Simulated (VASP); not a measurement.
**Al9N: single point with PBE**

The system is Al9N, a slab with vacuum.

```
Al N
1.0
     5.70709    0.00000    0.00000
    -1.42677    9.70148    0.00000
     0.00000    0.00000   22.79037
Al N
18 2
Direct
  0.26622 0.06489 0.17551
  0.76622 0.06489 0.17551
  0.33548 0.34192 0.21920
  0.83548 0.34192 0.21920
  0.14933 0.59733 0.22794
  0.64933 0.59733 0.22794
  0.46318 0.85274 0.23668
  0.96318 0.85274 0.23668
  0.03198 0.12771 0.28083
  0.53198 0.12771 0.28083
  0.09979 0.40422 0.33011
  0.59979 0.40422 0.33011
  0.41440 0.65967 0.33698
  0.91440 0.65967 0.33698
  0.22631 0.91108 0.34493
  0.72631 0.91108 0.34493
  0.29624 0.18141 0.38571
  0.79624 0.18141 0.38571
  0.36513 0.91108 0.43485
  0.58749 0.91108 0.43485
```

| Property | Result |
| --- | --- |
| Program | VASP 6.6.1 |
| Task | single point |
| Functional | PBE |
| Potentials or basis | VASP PAW PBE potentials, release 64 (Al, N) |
| Cutoff | 520 eV |
| k mesh | 5 × 3 × 1 |
| Occupations | gaussian, width 0.1 eV |
| Spin | no spin polarisation |

```
Largest force          : 5.418 eV/Å
Band gap on the k mesh : zero (bands 32 and 33 overlap by 0.48 eV)
```

Forces on the atoms (eV/Å):
```
Al  -0.010  0.151  0.063
Al   0.003  0.136  0.077
Al  -0.066  0.066  0.023
Al   0.083  0.053  0.035
Al  -0.040 -0.100  0.010
Al   0.011 -0.060  0.019
Al   0.013 -0.082 -0.115
Al  -0.015 -0.133 -0.217
Al  -0.001  0.053 -0.024
Al   0.002 -0.057  0.108
Al  -0.014 -0.105 -0.048
Al   0.025  0.043 -0.031
Al   0.002 -0.253 -0.168
Al  -0.034 -0.022  0.004
Al  -0.344 -0.127  0.211
Al   0.373 -0.142  0.218
Al  -0.157  0.298  0.051
Al   0.155  0.321  0.055
N    5.416 -0.066 -0.135
N   -5.401  0.026 -0.134
```

Levels at points of the mesh, in eV from the Fermi level:
| k point | band 29 | band 30 | band 31 | band 32 | band 33 | band 34 | band 35 | band 36 |
| --- | --- | --- | --- | --- | --- | --- | --- | --- |
| (0.00, 0.00, 0.00) | -1.11 | -0.90 | -0.62 | -0.57 | -0.36 | -0.32 | 0.20 | 0.69 |

Wall time 32 min on 1 thread of Intel Xeon 8259CL, on a shared host, peak memory 1.1 GiB.
